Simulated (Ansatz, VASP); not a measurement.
Two plane-wave programs on Si2Mo

```
Si Mo
1.0
    -1.60849    1.60849    3.93661
     1.60849   -1.60849    3.93661
     1.60849    1.60849   -3.93661
Si Mo
2 1
Cartesian
  0.0000 0.0000 2.6383
  0.0000 0.0000 5.2349
  0.0000 0.0000 0.0000
```

Alike in both runs: functional PBE; k mesh 18 × 18 × 18; occupations gaussian, width 0.1 eV; no spin polarisation.

Ansatz relaxed the structure, and its values are those at the end. VASP's run is a single point on that final structure, the one shown.

|  | VASP | Ansatz |
| --- | --- | --- |
| version | VASP 6.6.1 | Ansatz 0.2.0 |
| potentials or method | VASP PAW PBE potentials, release 64 (Si, Mo_sv), cutoff 520 eV | scalar-relativistic, plane waves, PAW |
| valence electrons in the cell | 22 | 22 |

VASP gave:

| Item | Value |
| --- | --- |
| gap on the k mesh at the Fermi level (eV) | none |
| pressure (GPa) | 0.1 |

Problem. Estimate Ansatz's values.

Solution. gap on the k mesh at the Fermi level (eV): none; pressure (GPa): 0.0.

A gap of «none» marks a metal or a gap that the smearing closes. With one functional, cell and mesh, what is left measures potentials, basis and numerics.
